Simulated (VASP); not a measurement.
# PtS2 (P-3m1) in VASP: single point with PBEsol

Aim: the single point of PtS2 with PBEsol.

All numbers are computed with VASP 6.6.1; they aren't measurements. Logs are shortened: lines on timing, memory, paths and dates and some standing lists are left out, and cuts for length are marked.

## (1) The cell of the first run

Symmetry: P-3m1, No. 164, trigonal system. The conventional cell has a = 3.571 Å, b = 3.571 Å, c = 4.768 Å, α = 90.00°, β = 90.00°, γ = 120.00°. Pt (site symmetry -3m) has 6 S at 2.38 Å within 3.1 Å. Within 3.1 Å of S (site symmetry 3m) lie 3 Pt at 2.38 Å.

## (2) Single point, PBEsol

Input file INCAR:

```
PREC = Accurate
ENCUT = 520
EDIFF = 1E-6
ISMEAR = 0
SIGMA = 0.02
LREAL = F
LASPH = T
NELM = 80
ALGO = Normal
ISIF = 2
LWAVE = F
LCHARG = F
GGA = PS
NBANDS = 18
```

Input file KPOINTS:

```
Automatic mesh
0
Gamma
  12 12 8
```

Input file POSCAR:

```
PtS2
1.0
    3.5713268732      0.0000000000      0.0000000000
   -1.7856634366      3.0928597974      0.0000000000
    0.0000000000      0.0000000000      4.7682758043
Pt S
1 2
Direct
    0.0000000000      0.0000000000      0.0000000000
    0.3333333333      0.6666666667      0.2509462048
    0.6666666667      0.3333333333      0.7490537952
```

Potentials or basis: VASP PAW PBE potentials, release 64 (Pt, S).

Started as:

```console
$ cat potpaw_PBE.64/Pt/POTCAR potpaw_PBE.64/S/POTCAR > POTCAR
$ mpirun -np 1 vasp_std > vasp.out
```

OUTCAR:

```text
PREC = Accurate
   ENCUT = 520
   EDIFF = 1E-6
   ISMEAR = 0
   LREAL = F
   LASPH = T
   NELM = 80
   ISIF = 2
   GGA = PS

 ion  position               nearest neighbor table
   1  0.000  0.000  0.000-   2 2.38   3 2.38   2 2.38   3 2.38   3 2.38   2 2.38
   2  0.333  0.667  0.251-   1 2.38   1 2.38   1 2.38
   3  0.667  0.333  0.749-   1 2.38   1 2.38   1 2.38

  LATTYP: Found a hexagonal cell.
 ALAT       =     3.5713268732
 C/A-ratio  =     1.3351552444

  Lattice vectors:

 A1 = (   3.5713268732,   0.0000000000,   0.0000000000)
 A2 = (  -1.7856634366,   3.0928597974,   0.0000000000)
 A3 = (   0.0000000000,   0.0000000000,   4.7682758043)

Analysis of symmetry for initial positions (statically):
=====================================================================
 Subroutine PRICEL returns:
 Original cell was already a primitive cell.

 Routine SETGRP: Setting up the symmetry group for a
 hexagonal supercell.

 Subroutine GETGRP returns: Found 12 space group operations
 (whereof 12 operations were pure point group operations)
 out of a pool of 24 trial point group operations.

The static configuration has the point symmetry D_3d.

Analysis of symmetry for dynamics (positions and initial velocities):
=====================================================================
 Subroutine PRICEL returns:
 Original cell was already a primitive cell.

 Routine SETGRP: Setting up the symmetry group for a
 hexagonal supercell.

 Subroutine GETGRP returns: Found 12 space group operations
 (whereof 12 operations were pure point group operations)
 out of a pool of 24 trial point group operations.

The dynamic configuration has the point symmetry D_3d.

 Subroutine INISYM returns: Found 12 space group operations
 (whereof 12 operations are pure point group operations),
 and found     1 'primitive' translations

----------------------------------------------------------------------------------------

                                     Primitive cell

  volume of cell :      52.6685

  direct lattice vectors                    reciprocal lattice vectors
     3.571326873  0.000000000  0.000000000     0.280007973  0.161662679  0.000000000
    -1.785663437  3.092859797  0.000000000     0.000000000  0.323325358  0.000000000
     0.000000000  0.000000000  4.768275804     0.000000000  0.000000000  0.209719412

  length of vectors
     3.571326873  3.571326873  4.768275804     0.323325358  0.323325358  0.209719412

  position of ions in fractional coordinates (direct lattice)
     0.000000000  0.000000000  0.000000000
     0.333333333  0.666666667  0.250946205
     0.666666667  0.333333333  0.749053795

  ion indices of the primitive-cell ions
   primitive index   ion index
                 1           1
                 2           2
                 3           3

----------------------------------------------------------------------------------------

 KPOINTS: Automatic mesh

Automatic generation of k-mesh.
 Grid dimensions read from file:
 generate k-points for:   12   12    8

 Generating k-lattice:

  Cartesian coordinates                     Fractional coordinates (reciprocal lattice)
     0.023333998  0.013471890  0.000000000     0.083333333 -0.000000000  0.000000000
     0.000000000  0.026943780  0.000000000     0.000000000  0.083333333  0.000000000
     0.000000000  0.000000000  0.026214927     0.000000000  0.000000000  0.125000000

  Length of vectors
     0.026943780  0.026943780  0.026214927

  Shift w.r.t. Gamma in fractional coordinates (k-lattice)
     0.000000000  0.000000000  0.000000000

 Subroutine IBZKPT returns following result:
 ===========================================

 Found    131 irreducible k-points:

 Following reciprocal coordinates:
            Coordinates               Weight
  0.000000  0.000000  0.000000      1.000000
  0.083333  0.000000  0.000000      6.000000
  0.166667  0.000000  0.000000      6.000000
  0.250000  0.000000  0.000000      6.000000
  0.333333  0.000000  0.000000      6.000000
  0.416667  0.000000  0.000000      6.000000
[... 16 lines left out ...]
  0.166667  0.000000  0.125000      6.000000
  0.000000  0.166667  0.125000      6.000000
 [... further k-points ...]
   k-points           NKPTS =    131   k-points in BZ     NKDIM =    131   number of bands    NBANDS=     18
   number of dos      NEDOS =    301   number of ions     NIONS =      3
   total plane-waves  NPLWV =  28224
   dimension x,y,z NGX =    28 NGY =   28 NGZ =   36
   dimension x,y,z NGXF=    56 NGYF=   56 NGZF=   72
   ions per type =               1   2
   NGX,Y,Z   is equivalent  to a cutoff of  13.03, 13.03, 12.55 a.u.
   NGXF,Y,Z  is equivalent  to a cutoff of  26.07, 26.07, 25.10 a.u.
 SYSTEM =  unknown system
   PREC   = accura    normal or accurate (medium, high low for compatibility)
   ISTART =      0    job   : 0-new  1-cont  2-samecut
   ICHARG =      2    charge: 1-file 2-atom 10-const
   ISPIN  =      1    spin polarized calculation?
   LNONCOLLINEAR =      F non collinear calculations
   LSORBIT =      F    spin-orbit coupling
   LASPH  =      T    aspherical Exc in radial PAW
   ENCUT  =  520.0 eV  38.22 Ry    6.18 a.u.   6.64  6.64  8.87*2*pi/ulx,y,z
   NELM   =     80;   NELMIN=  2; NELMDL= -5     # of ELM steps
   EDIFF  = 0.1E-05   stopping-criterion for ELM
   LREAL  =      F    real-space projection
   EDIFFG = 0.1E-04   stopping-criterion for IOM
   NSW    =      0    number of steps for IOM
   IBRION =     -1    ionic relax: 0-MD 1-quasi-New 2-CG
   NFREE  =      0    steps in history (QN), initial steepest desc. (CG)
   ISIF   =      2    stress and relaxation
   ISYM   =      2    0-nonsym 1-usesym 2-fastsym
   POTIM  = 0.5000    time-step for ionic-motion
   TEBEG  =    0.0;   TEEND  =   0.0 temperature during run
   PSTRESS=    0.0 pullay stress
   NELECT =      22.0000    total number of electrons
   NUPDOWN=      -1.0000    fix difference up-down
   EMIN   =  10.00;   EMAX   =-10.00  energy-range for DOS
   EFERMI =   0.00;   METHOD = LEGACY
   ISMEAR =     0;   SIGMA  =   0.02  broadening in eV -4-tet -1-fermi 0-gaus
   EFERMI_NEDOS =   21; number of points for ismear=-14 and -15
   IALGO  =     38    algorithm
   IMIX   =      4    mixing-type and parameters
     AMIX     =   0.40;   BMIX     =  1.00
     AMIX_MAG =   1.60;   BMIX_MAG =  1.00
  volume/ion in A,a.u.               =      17.56       118.47
  Fermi-wavevector in a.u.,A,eV,Ry     =   1.223767  2.312584 20.376155  1.497605
  Thomas-Fermi vector in A             =   2.358866
   LORBIT       =      0    0 simple, 1 ext, 2 COOP (PROOUT), +10 PAW based schemes
   GGA     = PS    functional components
   LHFCALC =     F    Hartree Fock is set to
   AEXX    =    0.0000 exact exchange contribution
   IVDW    =     0    specifies the selected vdW correction
   LEPSILON=     F    determine dielectric tensor
   LRPA    =     F    only Hartree local field effects (RPA)
 non-spin polarized calculation
 Gauss-broadening in eV      SIGMA  =   0.02
  energy-cutoff  :      520.00
  volume of cell :       52.67
 maximum number of plane-waves:      1446
 NGX is ok and might be reduce to    28
   NGX = 13   NGY = 13   NGZ = 17

 number of electron      22.0000001 magnetization

 Free energy of the ion-electron system (eV)
  ---------------------------------------------------
  ext. energy  EPLUGINS =         0.00000000
  ---------------------------------------------------
  free energy    TOTEN  =       -16.99790907 eV

  energy without entropy =      -16.99790907  energy(sigma->0) =      -16.99790907

 E-fermi :   7.6508     XC(G=0): -11.1096

 val. band max:        7.5559553169   @ k =   0.0000   0.0000   0.0000
 cond. band min:       7.8044929105   @ k =   0.0000   0.3333   0.2500
 fundamental gap:      0.2485375936
 Fermi energy:         7.6508481378

 k-point     1 :       0.0000    0.0000    0.0000
  band No.  band energies     occupation
      1      -8.2796      2.00000
      2      -4.9369      2.00000
      3       0.0363      2.00000
      4       0.4753      2.00000
      5       0.4753      2.00000
      6       3.3550      2.00000
[... 10 lines left out ...]
     17      15.0022      0.00000
     18      20.0380      0.00000

 k-point     2 :       0.0833    0.0000    0.0000
  band No.  band energies     occupation
      1      -8.1905      2.00000
      2      -4.9976      2.00000
      3       0.1328      2.00000
      4       0.5344      2.00000
      5       0.5644      2.00000
      6       3.2249      2.00000
[... 10 lines left out ...]
     17      15.2744      0.00000
     18      18.5808      0.00000

 k-point     3 :       0.1667    0.0000    0.0000
  band No.  band energies     occupation
      1      -7.9319      2.00000
      2      -5.1588      2.00000
      3       0.4021      2.00000
      4       0.6978      2.00000
      5       0.8176      2.00000
      6       2.7814      2.00000
[... 10 lines left out ...]
     17      15.9442      0.00000
     18      17.0919      0.00000

 k-point     4 :       0.2500    0.0000    0.0000
  band No.  band energies     occupation
      1      -7.5323      2.00000
      2      -5.3746      2.00000
      3       0.7452      2.00000
      4       0.9199      2.00000
      5       1.2017      2.00000
      6       2.0634      2.00000
[... 10 lines left out ...]
     17      16.1677      0.00000
     18      16.1733      0.00000

 k-point     5 :       0.3333    0.0000    0.0000
  band No.  band energies     occupation
      1      -7.0458      2.00000
      2      -5.6067      2.00000
      3       0.6585      2.00000
      4       1.1211      2.00000
      5       1.4839      2.00000
      6       1.9882      2.00000
[... 10 lines left out ...]
     17      15.5922      0.00000
     18      16.3587      0.00000

 k-point     6 :       0.4167    0.0000    0.0000
  band No.  band energies     occupation
      1      -6.5564      2.00000
      2      -5.8499      2.00000
      3       0.0828      2.00000
      4       1.2346      2.00000
      5       1.7640      2.00000
      6       2.6830      2.00000
[... 10 lines left out ...]
     17      15.3137      0.00000
     18      17.5896      0.00000

 k-point     7 :       0.5000    0.0000    0.0000
  band No.  band energies     occupation
      1      -6.1808      2.00000
      2      -6.1187      2.00000
      3      -0.1697      2.00000
      4       1.2656      2.00000
      5       1.9115      2.00000
      6       3.1779      2.00000
[... 10 lines left out ...]
     17      15.2330      0.00000
     18      18.6715      0.00000

 k-point     8 :       0.0833    0.0833    0.0000
  band No.  band energies     occupation
      1      -8.0166      2.00000
      2      -5.1080      2.00000
      3       0.3153      2.00000
      4       0.6542      2.00000
      5       0.7265      2.00000
      6       3.0404      2.00000
[... 10 lines left out ...]
     17      15.8322      0.00000
     18      17.3898      0.00000
[... 229 lines left out ...]
     17      16.1906      0.00000
     18      18.0688      0.00000

 k-point    20 :       0.0000    0.0000    0.1250
  band No.  band energies     occupation
      1      -8.2154      2.00000
      2      -5.1196      2.00000
      3       0.2793      2.00000
      4       0.4826      2.00000
      5       0.4826      2.00000
      6       3.3474      2.00000
[... 10 lines left out ...]
     17      14.9626      0.00000
     18      19.3514      0.00000

 k-point    21 :       0.0833    0.0000    0.1250
  band No.  band energies     occupation
      1      -8.1264      2.00000
      2      -5.1682      2.00000
      3       0.2709      2.00000
      4       0.5545      2.00000
      5       0.6443      2.00000
      6       3.2341      2.00000
[... 10 lines left out ...]
     17      14.9877      0.00000
     18      18.0425      0.00000

 k-point    22 :       0.0000    0.0833    0.1250
  band No.  band energies     occupation
      1      -8.1275      2.00000
      2      -5.1637      2.00000
      3       0.2418      2.00000
      4       0.5275      2.00000
      5       0.6918      2.00000
      6       3.1905      2.00000
[... 10 lines left out ...]
     17      15.4792      0.00000
     18      17.9498      0.00000

 k-point    23 :       0.1667    0.0000    0.1250
  band No.  band energies     occupation
      1      -7.8663      2.00000
      2      -5.3076      2.00000
      3       0.4302      2.00000
      4       0.7304      2.00000
      5       0.9540      2.00000
      6       2.8438      2.00000
[... 10 lines left out ...]
     17      15.4470      0.00000
     18      16.7759      0.00000

 k-point    24 :       0.0000    0.1667    0.1250
  band No.  band energies     occupation
      1      -7.8748      2.00000
      2      -5.2758      2.00000
      3       0.2750      2.00000
      4       0.6735      2.00000
      5       1.1128      2.00000
      6       2.6681      2.00000
[... 10 lines left out ...]
     17      16.4039      0.00000
     18      16.6091      0.00000

 [... further k-points ...]

------------------------ aborting loop because EDIFF is reached ----------------------------------------

  FORCE on cell =-STRESS in cart. coord.  units (eV):
  Direction    XX          YY          ZZ          XY          YZ          ZX
  --------------------------------------------------------------------------------------
  -------------------------------------------------------------------------------------
  Total       -0.0934227     -0.0934227     -0.0331037      0.0000000      0.0000000      0.0000000
  in kB       -2.8419191     -2.8419191     -1.0070140      0.0000000      0.0000000      0.0000000
  external PRESSURE =      -2.2302841 kB  Pullay stress =       0.0000000 kB

 VOLUME and BASIS-vectors are now :
 -----------------------------------------------------------------------------
  energy-cutoff  :      520.00
  volume of cell :       52.67
      direct lattice vectors                 reciprocal lattice vectors
     3.571326873  0.000000000  0.000000000     0.280007973  0.161662679  0.000000000
    -1.785663437  3.092859797  0.000000000     0.000000000  0.323325358  0.000000000
     0.000000000  0.000000000  4.768275804     0.000000000  0.000000000  0.209719412

 POSITION                                       TOTAL-FORCE (eV/Angst)
 -----------------------------------------------------------------------------------
      0.00000      0.00000      0.00000         0.000000      0.000000      0.000000
     -0.00000      2.06191      1.19658        -0.000000      0.000000     -0.022742
      1.78566      1.03095      3.57170         0.000000     -0.000000      0.022742
 -----------------------------------------------------------------------------------
    total drift:                                0.000000     -0.000000      0.000000

  FREE ENERGIE OF THE ION-ELECTRON SYSTEM (eV)
  ---------------------------------------------------
  free  energy   TOTEN  =       -16.9979090683 eV

  energy  without entropy=      -16.9979090683  energy(sigma->0) =      -16.99790907
```

Wall time 70 s (1 thread of AMD EPYC 7R13 (Zen 3), shared host); peak memory 0.23 GiB.

What came out:

* Free energy: -16.9979 eV
* Pressure: -0.2 GPa
* Largest force: 0.023 eV/Å
* Band gap on the k mesh: 0.25 eV, indirect (least direct gap 0.67 eV)

Forces in eV/Å, atoms in the order of the input:
```
Pt   0.000  0.000  0.000
S    0.000  0.000 -0.023
S    0.000  0.000  0.023
```

Levels at points of the mesh, in eV from the valence-band top:
```
           k point  band 8  band 9  band 10  band 11  band 12  band 13  band 14  band 15
(0.00, 0.00, 0.00)   -2.37   -1.49    -1.49     0.00     1.47     1.47     3.77     5.03
(0.50, 0.00, 0.00)   -3.87   -3.54    -3.44    -2.85     0.94     2.37     5.21     6.19
(0.00, 0.00, 0.50)   -3.15   -1.91    -1.91    -1.41     2.37     2.37     5.19     6.80
(0.50, 0.00, 0.50)   -3.56   -3.18    -3.17    -1.53     1.06     1.77     4.86     5.02
```

Caveat: the PAW data sets were made with another functional, which shifts forces and pressure a little; spin-orbit coupling is left out, which moves the levels of the heavy elements.
